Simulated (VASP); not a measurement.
# BaTiO3 (P4mm) in VASP: single point with r2SCAN

Aim: the single point of BaTiO3 with r2SCAN.

Everything below comes from runs of VASP 6.6.1. Logs are shortened: lines on timing, memory, paths and dates and some standing lists are left out, and cuts for length are marked.

**1. The cell of the first run**

Symmetry: P4mm, No. 99, tetragonal system. The conventional cell has a = 3.967 Å, b = 3.967 Å, c = 3.984 Å, α = 90.00°, β = 90.00°, γ = 90.00°. Ba (site symmetry 4mm) has 12 O at 2.77 to 2.85 Å and 8 Ti at 3.40 to 3.48 Å within 3.6 Å. Ti (site symmetry 4mm) has 6 O at 1.86 to 2.13 Å within 2.5 Å. O (site symmetry 4mm) has 2 Ti at 1.86 to 2.13 Å within 2.5 Å. Within 2.6 Å of O (site symmetry 2mm) lie 2 Ti at 1.99 Å.

**2. Single point, r2SCAN**

Input file POSCAR:

```
BaTiO3
1.0
    3.9667483300      0.0000000000      0.0000000000
    0.0000000000      3.9667483300      0.0000000000
    0.0000000000      0.0000000000      3.9837066100
Ba Ti O
1 1 3
Direct
    0.0000000000      0.0000000000      0.0000000000
    0.5000000000      0.5000000000      0.4820000000
    0.5000000000      0.5000000000      0.0160000000
    0.5000000000      0.0000000000      0.5150000000
    0.0000000000      0.5000000000      0.5150000000
```

Input file INCAR.step1:

```
PREC = Accurate
ENCUT = 520
ISMEAR = -1
SIGMA = 0.1
LREAL = F
LASPH = T
NELM = 100
NBANDS = 28
GGA = PE
ALGO = Normal
EDIFF = 1E-4
LWAVE = T
LCHARG = F
```

Input file INCAR.step2:

```
PREC = Accurate
ENCUT = 520
EDIFF = 1E-6
ISMEAR = -1
SIGMA = 0.1
LREAL = F
LASPH = T
NELM = 100
ALGO = Normal
ISIF = 2
LWAVE = F
LCHARG = F
METAGGA = R2SCAN
LMIXTAU = T
NBANDS = 28
ISTART = 1
```

Input file KPOINTS:

```
Automatic mesh
0
Gamma
  7 7 7
```

Potentials or basis: VASP PAW PBE potentials, release 64 (Ba_sv, Ti_sv, O).

The run is started by

```
$ cat potpaw_PBE.64/Ba_sv/POTCAR potpaw_PBE.64/Ti_sv/POTCAR potpaw_PBE.64/O/POTCAR > POTCAR
$ cp INCAR.step1 INCAR
$ mpirun -np 1 vasp_std > vasp.out
$ cp INCAR.step2 INCAR
$ mpirun -np 1 vasp_std > vasp.out
```

OUTCAR:

```text
PREC = Accurate
   ENCUT = 520
   EDIFF = 1E-6
   ISMEAR = -1
   LREAL = F
   LASPH = T
   NELM = 100
   ISIF = 2
   METAGGA = R2SCAN
   ISTART = 1

 ion  position               nearest neighbor table
   1  0.000  0.000  0.000-   4 2.77   5 2.77   5 2.77   4 2.77   3 2.81   3 2.81   3 2.81   3 2.81
                             4 2.85   5 2.85   5 2.85   4 2.85   2 3.40   2 3.40   2 3.40   2 3.40
   2  0.500  0.500  0.482-   3 1.86   4 1.99   5 1.99   4 1.99   5 1.99   3 2.13   1 3.40   1 3.40
                             1 3.40   1 3.40   1 3.48   1 3.48   1 3.48   1 3.48
   3  0.500  0.500  0.016-   2 1.86   2 2.13   1 2.81   1 2.81   1 2.81   1 2.81
   4  0.500  0.000  0.515-   2 1.99   2 1.99   1 2.77   1 2.77   1 2.85   1 2.85
   5  0.000  0.500  0.515-   2 1.99   2 1.99   1 2.77   1 2.77   1 2.85   1 2.85

  LATTYP: Found a simple tetragonal cell.
 ALAT       =     3.9667483300
 C/A-ratio  =     1.0042751086

  Lattice vectors:

 A1 = (   3.9667483300,   0.0000000000,   0.0000000000)
 A2 = (   0.0000000000,   3.9667483300,   0.0000000000)
 A3 = (   0.0000000000,   0.0000000000,   3.9837066100)

Analysis of symmetry for initial positions (statically):
=====================================================================
 Subroutine PRICEL returns:
 Original cell was already a primitive cell.

 Routine SETGRP: Setting up the symmetry group for a
 simple tetragonal supercell.

 Subroutine GETGRP returns: Found  8 space group operations
 (whereof  8 operations were pure point group operations)
 out of a pool of 16 trial point group operations.

The static configuration has the point symmetry C_4v.

Analysis of symmetry for dynamics (positions and initial velocities):
=====================================================================
 Subroutine PRICEL returns:
 Original cell was already a primitive cell.

 Routine SETGRP: Setting up the symmetry group for a
 simple tetragonal supercell.

 Subroutine GETGRP returns: Found  8 space group operations
 (whereof  8 operations were pure point group operations)
 out of a pool of 16 trial point group operations.

The dynamic configuration has the point symmetry C_4v.

 Subroutine INISYM returns: Found  8 space group operations
 (whereof  8 operations are pure point group operations),
 and found     1 'primitive' translations

----------------------------------------------------------------------------------------

                                     Primitive cell

  volume of cell :      62.6840

  direct lattice vectors                    reciprocal lattice vectors
     3.966748330  0.000000000  0.000000000     0.252095650  0.000000000  0.000000000
     0.000000000  3.966748330  0.000000000     0.000000000  0.252095650  0.000000000
     0.000000000  0.000000000  3.983706610     0.000000000  0.000000000  0.251022502

  length of vectors
     3.966748330  3.966748330  3.983706610     0.252095650  0.252095650  0.251022502

  position of ions in fractional coordinates (direct lattice)
     0.000000000  0.000000000  0.000000000
     0.500000000  0.500000000  0.482000000
     0.500000000  0.500000000  0.016000000
     0.500000000  0.000000000  0.515000000
     0.000000000  0.500000000  0.515000000

  ion indices of the primitive-cell ions
   primitive index   ion index
                 1           1
                 2           2
                 3           3
                 4           4
                 5           5

----------------------------------------------------------------------------------------

 KPOINTS: Automatic mesh

Automatic generation of k-mesh.
 Grid dimensions read from file:
 generate k-points for:    7    7    7

 Generating k-lattice:

  Cartesian coordinates                     Fractional coordinates (reciprocal lattice)
     0.036013664  0.000000000  0.000000000     0.142857143  0.000000000  0.000000000
     0.000000000  0.036013664  0.000000000     0.000000000  0.142857143  0.000000000
     0.000000000  0.000000000  0.035860357     0.000000000  0.000000000  0.142857143

  Length of vectors
     0.036013664  0.036013664  0.035860357

  Shift w.r.t. Gamma in fractional coordinates (k-lattice)
     0.000000000  0.000000000  0.000000000

 Subroutine IBZKPT returns following result:
 ===========================================

 Found     40 irreducible k-points:

 Following reciprocal coordinates:
            Coordinates               Weight
  0.000000  0.000000  0.000000      1.000000
  0.142857  0.000000  0.000000      4.000000
  0.285714  0.000000  0.000000      4.000000
  0.428571  0.000000  0.000000      4.000000
  0.142857  0.142857  0.000000      4.000000
  0.285714  0.142857  0.000000      8.000000
[... 16 lines left out ...]
  0.285714  0.000000  0.285714      8.000000
  0.428571  0.000000  0.285714      8.000000
 [... further k-points ...]
   k-points           NKPTS =     40   k-points in BZ     NKDIM =     40   number of bands    NBANDS=     28
   number of dos      NEDOS =    301   number of ions     NIONS =      5
   total plane-waves  NPLWV =  27000
   dimension x,y,z NGX =    30 NGY =   30 NGZ =   30
   dimension x,y,z NGXF=    60 NGYF=   60 NGZF=   60
   ions per type =               1   1   3
   NGX,Y,Z   is equivalent  to a cutoff of  12.57, 12.57, 12.52 a.u.
   NGXF,Y,Z  is equivalent  to a cutoff of  25.15, 25.15, 25.04 a.u.
 SYSTEM =  unknown system
   PREC   = accura    normal or accurate (medium, high low for compatibility)
   ISTART =      1    job   : 0-new  1-cont  2-samecut
   ICHARG =      0    charge: 1-file 2-atom 10-const
   ISPIN  =      1    spin polarized calculation?
   LNONCOLLINEAR =      F non collinear calculations
   LSORBIT =      F    spin-orbit coupling
   LASPH  =      T    aspherical Exc in radial PAW
   ENCUT  =  520.0 eV  38.22 Ry    6.18 a.u.   7.38  7.38  7.41*2*pi/ulx,y,z
   NELM   =    100;   NELMIN=  2; NELMDL=  0     # of ELM steps
   EDIFF  = 0.1E-05   stopping-criterion for ELM
   LREAL  =      F    real-space projection
   EDIFFG = 0.1E-04   stopping-criterion for IOM
   NSW    =      0    number of steps for IOM
   IBRION =     -1    ionic relax: 0-MD 1-quasi-New 2-CG
   NFREE  =      0    steps in history (QN), initial steepest desc. (CG)
   ISIF   =      2    stress and relaxation
   ISYM   =      2    0-nonsym 1-usesym 2-fastsym
   POTIM  = 0.5000    time-step for ionic-motion
   TEBEG  =    0.0;   TEEND  =   0.0 temperature during run
   PSTRESS=    0.0 pullay stress
   NELECT =      40.0000    total number of electrons
   NUPDOWN=      -1.0000    fix difference up-down
   EMIN   =  10.00;   EMAX   =-10.00  energy-range for DOS
   EFERMI =   0.00;   METHOD = LEGACY
   ISMEAR =    -1;   SIGMA  =   0.10  broadening in eV -4-tet -1-fermi 0-gaus
   EFERMI_NEDOS =   21; number of points for ismear=-14 and -15
   IALGO  =     38    algorithm
   IMIX   =      4    mixing-type and parameters
     AMIX     =   0.40;   BMIX     =  1.00
     AMIX_MAG =   1.60;   BMIX_MAG =  1.00
  volume/ion in A,a.u.               =      12.54        84.60
  Fermi-wavevector in a.u.,A,eV,Ry     =   1.409427  2.663431 27.027765  1.986485
  Thomas-Fermi vector in A             =   2.531484
   LORBIT       =      0    0 simple, 1 ext, 2 COOP (PROOUT), +10 PAW based schemes
   METAGGA = R2SCAN    functional components
   LHFCALC =     F    Hartree Fock is set to
   AEXX    =    0.0000 exact exchange contribution
   IVDW    =     0    specifies the selected vdW correction
   LEPSILON=     F    determine dielectric tensor
   LRPA    =     F    only Hartree local field effects (RPA)
 non-spin polarized calculation
  energy-cutoff  :      520.00
  volume of cell :       62.68
 maximum number of plane-waves:      1743
 NGX is ok and might be reduce to    30
   NGX = 15   NGY = 15   NGZ = 15

 number of electron      39.9999979 magnetization

 Free energy of the ion-electron system (eV)
  ---------------------------------------------------
  ext. energy  EPLUGINS =         0.00000000
  ---------------------------------------------------
  free energy    TOTEN  =       -74.20262622 eV

  energy without entropy =      -74.20262428  energy(sigma->0) =      -74.20262525

 E-fermi :   4.9310     XC(G=0): -12.0430

 val. band max:        3.6543303313   @ k =   0.4286   0.4286   0.4286
 cond. band min:       5.9869753669   @ k =   0.0000   0.0000   0.0000
 fundamental gap:      2.3326450356
 Fermi energy:         4.9309762364

 k-point     1 :       0.0000    0.0000    0.0000
  band No.  band energies     occupation
      1     -54.9510      2.00000
      2     -30.1737      2.00000
      3     -30.1221      2.00000
      4     -30.1221      2.00000
      5     -21.7284      2.00000
      6     -14.2059      2.00000
[... 20 lines left out ...]
     27       9.3685      0.00000
     28      12.2502      0.00000

 k-point     2 :       0.1429    0.0000    0.0000
  band No.  band energies     occupation
      1     -54.9507      2.00000
      2     -30.1733      2.00000
      3     -30.1346      2.00000
      4     -30.1217      2.00000
      5     -21.7012      2.00000
      6     -14.2319      2.00000
[... 20 lines left out ...]
     27       9.7675      0.00000
     28      12.7363      0.00000

 k-point     3 :       0.2857    0.0000    0.0000
  band No.  band energies     occupation
      1     -54.9502      2.00000
      2     -30.1723      2.00000
      3     -30.1625      2.00000
      4     -30.1207      2.00000
      5     -21.6387      2.00000
      6     -14.3521      2.00000
[... 20 lines left out ...]
     27      10.8157      0.00000
     28      12.8300      0.00000

 k-point     4 :       0.4286    0.0000    0.0000
  band No.  band energies     occupation
      1     -54.9497      2.00000
      2     -30.1849      2.00000
      3     -30.1714      2.00000
      4     -30.1199      2.00000
      5     -21.5872      2.00000
      6     -14.4788      2.00000
[... 578 lines left out ...]
     27      11.2130      0.00000
     28      13.1057      0.00000

 k-point    23 :       0.2857    0.0000    0.2857
  band No.  band energies     occupation
      1     -54.9494      2.00000
      2     -30.2109      2.00000
      3     -30.1606      2.00000
      4     -30.1193      2.00000
      5     -21.5721      2.00000
      6     -14.1483      2.00000
[... 20 lines left out ...]
     27      12.2536      0.00000
     28      13.1965      0.00000

 k-point    24 :       0.4286    0.0000    0.2857
  band No.  band energies     occupation
      1     -54.9490      2.00000
      2     -30.2097      2.00000
      3     -30.1825      2.00000
      4     -30.1185      2.00000
      5     -21.5325      2.00000
      6     -14.1451      2.00000
[... 20 lines left out ...]
     27      13.0075      0.00000
     28      13.4160      0.00000

 [... further k-points ...]
[... 5 lines left out ...]
  --------------------------------------------------------------------------------------
  -------------------------------------------------------------------------------------
  Total        2.2210109      2.2210109      2.9473651      0.0000000     -0.0000000      0.0000000
  in kB       56.7681351     56.7681351     75.3334542      0.0000000     -0.0000000      0.0000000
  external PRESSURE =      62.9565748 kB  Pullay stress =       0.0000000 kB

 VOLUME and BASIS-vectors are now :
 -----------------------------------------------------------------------------
  energy-cutoff  :      520.00
  volume of cell :       62.68
      direct lattice vectors                 reciprocal lattice vectors
     3.966748330  0.000000000  0.000000000     0.252095650  0.000000000  0.000000000
     0.000000000  3.966748330  0.000000000     0.000000000  0.252095650  0.000000000
     0.000000000  0.000000000  3.983706610     0.000000000  0.000000000  0.251022502

 POSITION                                       TOTAL-FORCE (eV/Angst)
 -----------------------------------------------------------------------------------
      0.00000      0.00000      0.00000         0.000000      0.000000     -0.052734
      1.98337      1.98337      1.92015         0.000000     -0.000000      0.292056
      1.98337      1.98337      0.06374         0.000000      0.000000      0.140462
      1.98337      0.00000      2.05161         0.000000     -0.000000     -0.189892
      0.00000      1.98337      2.05161         0.000000      0.000000     -0.189892
 -----------------------------------------------------------------------------------
    total drift:                                0.000000      0.000000     -0.001563

  FREE ENERGIE OF THE ION-ELECTRON SYSTEM (eV)
  ---------------------------------------------------
  free  energy   TOTEN  =       -74.2026262224 eV

  energy  without entropy=      -74.2026242761  energy(sigma->0) =      -74.20262525
```

It took 3.6 min on 1 thread of Intel Xeon Platinum 8259CL at 2.50GHz (Skylake/Cascade Lake), shared host; peak memory 0.21 GiB.

Results:

| Quantity | Value |
| --- | --- |
| Free energy | -74.2026 eV |
| Pressure | 6.3 GPa |
| Largest force | 0.292 eV/Å |
| Band gap on the k mesh | 2.33 eV, indirect (least direct gap 2.55 eV) |

Forces on the atoms (eV/Å):
```
Ba   0.000  0.000 -0.053
Ti   0.000  0.000  0.292
O    0.000  0.000  0.140
O    0.000  0.000 -0.190
O    0.000  0.000 -0.190
```

Caveat: the PAW data sets were made with another functional, which shifts forces and pressure a little; spin-orbit coupling is left out, which moves the levels of the heavy elements. r2SCAN opens gaps a little over a GGA but as a rule still falls short of measured ones.
